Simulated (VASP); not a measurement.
# Pb in VASP: further runs

The runs below take Pb through single point, elastic constants, equation of state, with b88 exchange, pbe correlation, PBE, optB86b-vdW.

All numbers are computed with VASP 6.6.1; they aren't measurements. Logs are shortened: lines on timing, memory, paths and dates and some standing lists are left out, and cuts for length are marked.

### 1 The cell of the first run

The typed cell holds 1 atom: a = 3.505 Å, b = 3.501 Å, c = 3.475 Å, α = 61.16°, β = 59.69°, γ = 59.96°.

### 2 Single point, b88 exchange, pbe correlation (the cell strained at random)

Input file POSCAR:

```
Pb
1.0
    0.0006110000      2.4788540000      2.4775600000
    2.4473880000     -0.0247040000      2.5028740000
    2.4288150000      2.4855950000     -0.0061300000
Pb
1
Direct
    0.0356150000     -0.0542490000      0.0499820000
```

Input file INCAR.step1:

```
SYSTEM = Pb
PREC     = Accurate       ! precision mode
ENCUT    = 400            ! plane-wave cutoff, eV
EDIFF    = 1E-6           ! SCF threshold, eV
ISMEAR   = 1              ! smearing method
SIGMA    = 0.025          ! smearing width, eV
LREAL    = .FALSE.        ! projectors in reciprocal space
LASPH    = .TRUE.         ! aspherical terms in the spheres
NELM     = 120            ! most SCF steps
ALGO     = Normal         ! electronic algorithm
ISIF     = 2              ! what is computed and relaxed
LWAVE    = .FALSE.        ! write WAVECAR
LCHARG   = .TRUE.         ! write CHGCAR
GGA      = LIBXC          ! functional
LIBXC1   = GGA_X_B88    
LIBXC2   = GGA_C_PBE    
NBANDS   = 13             ! bands
GGA_COMPAT= .FALSE.      
NEDOS    = 2001           ! points of the DOS
LORBIT   = 11             ! projections on sites
```

Input file KPOINTS.step1:

```
Automatic mesh
0
G
  7 7 7
  0 0 0
```

Input file INCAR.step2:

```
SYSTEM = Pb
PREC     = Accurate       ! precision mode
ENCUT    = 400            ! plane-wave cutoff, eV
EDIFF    = 1E-6           ! SCF threshold, eV
ISMEAR   = -5             ! smearing method
SIGMA    = 0.025          ! smearing width, eV
LREAL    = .FALSE.        ! projectors in reciprocal space
LASPH    = .TRUE.         ! aspherical terms in the spheres
NELM     = 120            ! most SCF steps
ALGO     = Normal         ! electronic algorithm
ISIF     = 2              ! what is computed and relaxed
LWAVE    = .FALSE.        ! write WAVECAR
LCHARG   = .FALSE.        ! write CHGCAR
GGA      = LIBXC          ! functional
LIBXC1   = GGA_X_B88    
LIBXC2   = GGA_C_PBE    
LORBIT   = 11             ! projections on sites
NBANDS   = 13             ! bands
NEDOS    = 2001           ! points of the DOS
ICHARG   = 11             ! starting density
GGA_COMPAT= .FALSE.
```

Input file KPOINTS.step2:

```
Automatic mesh
0
G
  11 11 11
  0 0 0
```

Potentials or basis: VASP PAW PBE potentials, release 64 (Pb_d).

On the command line:

```bash
$ cat potpaw_PBE.64/Pb_d/POTCAR > POTCAR
$ cp INCAR.step1 INCAR
$ cp KPOINTS.step1 KPOINTS
$ mpirun -np 1 vasp_std > vasp.out
$ cp INCAR.step2 INCAR
$ cp KPOINTS.step2 KPOINTS
$ mpirun -np 1 vasp_std > vasp.out
```

OUTCAR:

```text
SYSTEM = Pb
   PREC = Accurate
   ENCUT = 400
   EDIFF = 1E-6
   ISMEAR = -5
   LREAL = .FALSE.
   LASPH = .TRUE.
   NELM = 120
   ISIF = 2
   GGA = LIBXC
   LORBIT = 11
   ICHARG = 11

 ion  position               nearest neighbor table
   1  0.036  0.946  0.050-

  LATTYP: Found a triclinic cell.
 ALAT       =     3.4752499745
 B/A-ratio  =     1.0084782816
 C/A-ratio  =     1.0212882321
 COS(alpha) =     0.0005181604
 COS(beta)  =     0.5034555537
 COS(gamma) =     0.5047492603

  Lattice vectors:

 A1 = (  -2.4288150000,  -2.4855950000,   0.0061300000)
 A2 = (  -0.0006110000,  -2.4788540000,  -2.4775600000)
 A3 = (   0.0185730000,  -2.5102990000,   2.5090040000)

Analysis of symmetry for initial positions (statically):
=====================================================================
 Subroutine PRICEL returns:
 Original cell was already a primitive cell.

 Routine SETGRP: Setting up the symmetry group for a
 triclinic supercell.

 Subroutine GETGRP returns: Found  2 space group operations
 (whereof  1 operations were pure point group operations)
 out of a pool of  2 trial point group operations.

The static configuration has the point symmetry C_1 .
 The point group associated with its full space group is S_2 .

Analysis of symmetry for dynamics (positions and initial velocities):
=====================================================================
 Subroutine PRICEL returns:
 Original cell was already a primitive cell.

 Routine SETGRP: Setting up the symmetry group for a
 triclinic supercell.

 Subroutine GETGRP returns: Found  2 space group operations
 (whereof  1 operations were pure point group operations)
 out of a pool of  2 trial point group operations.

The dynamic configuration has the point symmetry C_1 .
 The point group associated with its full space group is S_2 .

 Subroutine INISYM returns: Found  2 space group operations
 (whereof  1 operations are pure point group operations),
 and found     1 'primitive' translations

----------------------------------------------------------------------------------------

                                     Primitive cell

  volume of cell :      30.3226

  direct lattice vectors                    reciprocal lattice vectors
     0.000611000  2.478854000  2.477560000    -0.205160012  0.200973057  0.202595492
     2.447388000 -0.024704000  2.502874000     0.203591097 -0.198450785  0.198504225
     2.428815000  2.485595000 -0.006130000     0.206627077  0.199917769 -0.200073140

  length of vectors
     3.504714122  3.500670874  3.475249974     0.351462279  0.346750597  0.350272929

  position of ions in fractional coordinates (direct lattice)
     0.035615000  0.945751000  0.049982000

  ion indices of the primitive-cell ions
   primitive index   ion index
                 1           1

----------------------------------------------------------------------------------------

 KPOINTS: Automatic mesh

Automatic generation of k-mesh.
 Grid dimensions read from file:
 generate k-points for:   11   11   11

 Generating k-lattice:

  Cartesian coordinates                     Fractional coordinates (reciprocal lattice)
    -0.018650910  0.018270278  0.018417772     0.090909091  0.000000000  0.000000000
     0.018508282 -0.018040980  0.018045839    -0.000000000  0.090909091 -0.000000000
     0.018784280  0.018174343 -0.018188467     0.000000000  0.000000000  0.090909091

  Length of vectors
     0.031951116  0.031522782  0.031842994

  Shift w.r.t. Gamma in fractional coordinates (k-lattice)
     0.000000000  0.000000000  0.000000000

 TETIRR: Found   3990 inequivalent tetrahedra from     7986

 Subroutine IBZKPT returns following result:
 ===========================================

 Found    666 irreducible k-points:

 Following reciprocal coordinates:
            Coordinates               Weight
  0.000000  0.000000  0.000000      1.000000
  0.090909  0.000000 -0.000000      2.000000
  0.181818  0.000000 -0.000000      2.000000
  0.272727  0.000000 -0.000000      2.000000
  0.363636  0.000000 -0.000000      2.000000
  0.454545  0.000000 -0.000000      2.000000
[... 16 lines left out ...]
  0.454545  0.181818  0.000000      2.000000
 -0.454545  0.181818  0.000000      2.000000
 [... further k-points ...]
   k-points           NKPTS =    666   k-points in BZ     NKDIM =    666   number of bands    NBANDS=     13
   number of dos      NEDOS =   2001   number of ions     NIONS =      1
   total plane-waves  NPLWV =  13824
   dimension x,y,z NGX =    24 NGY =   24 NGZ =   24
   dimension x,y,z NGXF=    48 NGYF=   48 NGZF=   48
   ions per type =               1
   NGX,Y,Z   is equivalent  to a cutoff of  11.38, 11.40, 11.48 a.u.
   NGXF,Y,Z  is equivalent  to a cutoff of  22.77, 22.80, 22.96 a.u.
 SYSTEM =  Pb
   PREC   = accura    normal or accurate (medium, high low for compatibility)
   ISTART =      0    job   : 0-new  1-cont  2-samecut
   ICHARG =     11    charge: 1-file 2-atom 10-const
   ISPIN  =      1    spin polarized calculation?
   LNONCOLLINEAR =      F non collinear calculations
   LSORBIT =      F    spin-orbit coupling
   LASPH  =      T    aspherical Exc in radial PAW
   ENCUT  =  400.0 eV  29.40 Ry    5.42 a.u.   5.72  5.71  5.67*2*pi/ulx,y,z
   NELM   =    120;   NELMIN=  2; NELMDL=  0     # of ELM steps
   EDIFF  = 0.1E-05   stopping-criterion for ELM
   LREAL  =      F    real-space projection
   EDIFFG = 0.1E-04   stopping-criterion for IOM
   NSW    =      0    number of steps for IOM
   IBRION =     -1    ionic relax: 0-MD 1-quasi-New 2-CG
   NFREE  =      0    steps in history (QN), initial steepest desc. (CG)
   ISIF   =      2    stress and relaxation
   ISYM   =      2    0-nonsym 1-usesym 2-fastsym
   POTIM  = 0.5000    time-step for ionic-motion
   TEBEG  =    0.0;   TEEND  =   0.0 temperature during run
   PSTRESS=    0.0 pullay stress
   NELECT =      14.0000    total number of electrons
   NUPDOWN=      -1.0000    fix difference up-down
   EMIN   =  10.00;   EMAX   =-10.00  energy-range for DOS
   EFERMI =   0.00;   METHOD = LEGACY
   ISMEAR =    -5;   SIGMA  =   0.03  broadening in eV -4-tet -1-fermi 0-gaus
   EFERMI_NEDOS =   21; number of points for ismear=-14 and -15
   IALGO  =     38    algorithm
   IMIX   =      4    mixing-type and parameters
     AMIX     =   0.40;   BMIX     =  1.00
     AMIX_MAG =   1.60;   BMIX_MAG =  1.00
  volume/ion in A,a.u.               =      30.32       204.63
  Fermi-wavevector in a.u.,A,eV,Ry     =   1.265306  2.391081 21.782910  1.600999
  Thomas-Fermi vector in A             =   2.398566
   LORBIT       =     11    0 simple, 1 ext, 2 COOP (PROOUT), +10 PAW based schemes
   GGA     = LIBXC    functional components
   LHFCALC =     F    Hartree Fock is set to
   AEXX    =    0.0000 exact exchange contribution
   IVDW    =     0    specifies the selected vdW correction
   LEPSILON=     F    determine dielectric tensor
   LRPA    =     F    only Hartree local field effects (RPA)
 non-spin polarized calculation
 Fermi weights with tetrahedron method with Bloechl corrections
  energy-cutoff  :      400.00
  volume of cell :       30.32
 maximum number of plane-waves:       563

 number of electron      13.9999999 magnetization

 Free energy of the ion-electron system (eV)
  ---------------------------------------------------
  ext. energy  EPLUGINS =         0.00000000
  ---------------------------------------------------
  free energy    TOTEN  =        -3.45358436 eV

  energy without entropy =       -3.45358436  energy(sigma->0) =       -3.45358436

 E-fermi :   7.2993     XC(G=0): -10.2109

 val. band max:        7.3742335533   @ k =   0.0909   0.3636   0.3636
 cond. band min:       7.0184445843   @ k =   0.2727  -0.4545   0.2727
 fundamental gap:     -0.3557889691
 Fermi energy:         7.2992719535

 k-point     1 :       0.0000    0.0000    0.0000
  band No.  band energies     occupation
      1      -9.8512      2.00000
      2      -9.8362      2.00000
      3      -9.8167      2.00000
      4      -9.7059      2.00000
      5      -9.6800      2.00000
      6      -4.5317      2.00000
      7      14.4102      0.00000
      8      14.6791      0.00000
      9      14.7800      0.00000
     10      17.0603      0.00000
     11      18.5640      0.00000
     12      19.5576      0.00000
     13      19.8445      0.00000

 k-point     2 :       0.0909    0.0000   -0.0000
  band No.  band energies     occupation
      1      -9.8391      2.00000
      2      -9.8336      2.00000
      3      -9.8072      2.00000
      4      -9.7059      2.00000
      5      -9.6820      2.00000
      6      -4.3711      2.00000
      7      12.9846      0.00000
      8      14.2447      0.00000
      9      14.5072      0.00000
     10      16.7126      0.00000
     11      19.2386      0.00000
     12      19.9497      0.00000
     13      20.1853      0.00000

 k-point     3 :       0.1818    0.0000   -0.0000
  band No.  band energies     occupation
      1      -9.8351      2.00000
      2      -9.8179      2.00000
      3      -9.7853      2.00000
      4      -9.6940      2.00000
      5      -9.6770      2.00000
      6      -3.8890      2.00000
      7      10.1449      0.00000
      8      13.7633      0.00000
      9      14.0538      0.00000
     10      16.3653      0.00000
     11      19.5331      0.00000
     12      19.9321      0.00000
     13      20.4642      0.00000
[... 305 lines left out ...]
 k-point    23 :       0.4545    0.1818    0.0000
  band No.  band energies     occupation
      1      -9.8904      2.00000
      2      -9.7953      2.00000
      3      -9.7313      2.00000
      4      -9.6462      2.00000
      5      -9.5513      2.00000
      6      -1.2049      2.00000
      7       4.8142      2.00000
      8       9.8084      0.00000
      9      11.3562      0.00000
     10      14.7655      0.00000
     11      19.5008      0.00000
     12      20.3633      0.00000
     13      21.2388      0.00000

 k-point    24 :      -0.4545    0.1818    0.0000
  band No.  band energies     occupation
      1      -9.8783      2.00000
      2      -9.7899      2.00000
      3      -9.7421      2.00000
      4      -9.6264      2.00000
      5      -9.5575      2.00000
      6      -0.4836      2.00000
      7       3.7102      2.00000
      8       9.1027     -0.06157
      9      11.6724      0.00000
     10      14.9327      0.00000
     11      19.5156      0.00000
     12      20.5933      0.00000
     13      22.1284      0.00000

 [... further k-points ...]

------------------------ aborting loop because EDIFF is reached ----------------------------------------

  FORCE on cell =-STRESS in cart. coord.  units (eV):
  Direction    XX          YY          ZZ          XY          YZ          ZX
  --------------------------------------------------------------------------------------
  -------------------------------------------------------------------------------------
  Total        0.3423957      0.2731228      0.2749951      0.0176602      0.0884036     -0.0181651
  in kB       18.0914264     14.4312029     14.5301313      0.9331264      4.6710471     -0.9598048
  external PRESSURE =      15.6842535 kB  Pullay stress =       0.0000000 kB

 VOLUME and BASIS-vectors are now :
 -----------------------------------------------------------------------------
  energy-cutoff  :      400.00
  volume of cell :       30.32
      direct lattice vectors                 reciprocal lattice vectors
     0.000611000  2.478854000  2.477560000    -0.205160012  0.200973057  0.202595492
     2.447388000 -0.024704000  2.502874000     0.203591097 -0.198450785  0.198504225
     2.428815000  2.485595000 -0.006130000     0.206627077  0.199917769 -0.200073140

 POSITION                                       TOTAL-FORCE (eV/Angst)
 -----------------------------------------------------------------------------------
      2.43604      0.18916      2.45503         0.000000      0.000000     -0.000000
 -----------------------------------------------------------------------------------
    total drift:                               -0.000010      0.000003      0.000022

  FREE ENERGIE OF THE ION-ELECTRON SYSTEM (eV)
  ---------------------------------------------------
  free  energy   TOTEN  =        -3.4535843582 eV

  energy  without entropy=       -3.4535843582  energy(sigma->0) =       -3.45358436

 total charge

# of ion       s       p       d       tot
------------------------------------------
    1        1.401   0.747   9.808  11.957
```

Run time: 41 s. Hardware: 1 thread of Intel Xeon 6975P-C (Granite Rapids), shared host; peak memory 0.27 GiB.

Results:

* Valence electrons inside the program's atomic spheres: Pb 11.96

Levels at points of the mesh, in eV from the Fermi level:
| k point | band 5 | band 6 | band 7 | band 8 | band 9 | band 10 |
| --- | --- | --- | --- | --- | --- | --- |
| (0.00, 0.00, 0.00) | -16.98 | -11.83 | 7.11 | 7.38 | 7.48 | 9.76 |

Caveat: the cell differs from its parent crystal (the cell strained at random); the PAW data sets were made with another functional, which shifts forces and pressure a little; spin-orbit coupling is left out, which moves the levels of the heavy elements; tetrahedron occupations give inexact forces and stress in metals.

### 3 Elastic constants, PBE

Input file INCAR:

```
PREC = Accurate
ENCUT = 600
EDIFF = 1E-8
ISMEAR = -1
SIGMA = 0.05
LREAL = False
LASPH = True
NELM = 60
ALGO = Normal
ISIF = 3
LWAVE = False
LCHARG = False
GGA = PE
NBANDS = 13
IBRION = 6
NFREE = 2
POTIM = 0.015
NSW = 1
```

Input file KPOINTS:

```
Automatic mesh
0
Gamma
  8 8 8
```

Input file POSCAR:

```
Pb
1.0
    0.0000000000      2.4750200000      2.4750200000
    2.4750200000      0.0000000000      2.4750200000
    2.4750200000      2.4750200000      0.0000000000
Pb
1
Direct
    0.0000000000      0.0000000000      0.0000000000
```

Potentials or basis: VASP PAW PBE potentials, release 64 (Pb_d).

On the command line:

```bash
$ cat potpaw_PBE.64/Pb_d/POTCAR > POTCAR
$ mpirun -np 1 vasp_std > vasp.out
```

Run time: 13 min. Hardware: 1 thread of Intel Xeon 8259CL, shared host; peak memory 0.23 GiB.

The run converged. Its results:

```yaml
Elastic_constants_C11_C12_C44: 68, 42, 30 GPa
Voigt_bulk_modulus: 51 GPa
```

Elastic tensor in Voigt notation (GPa, in the Cartesian axes of the cell as first typed):
```
68 42 42  0  0  0
42 68 42  0  0  0
42 42 68  0  0  0
 0  0  0 30  0  0
 0  0  0  0 30  0
 0  0  0  0  0 30
```

Clamped-ion elastic tensor (GPa):
```
68 42 42  0  0  0
42 68 42  0  0  0
42 42 68  0  0  0
 0  0  0 30  0  0
 0  0  0  0 30  0
 0  0  0  0  0 30
```

Caveat: the cell is under stress, which shifts elastic constants; spin-orbit coupling is left out, which moves the levels of the heavy elements.

(Continued in part 2 of 2.)
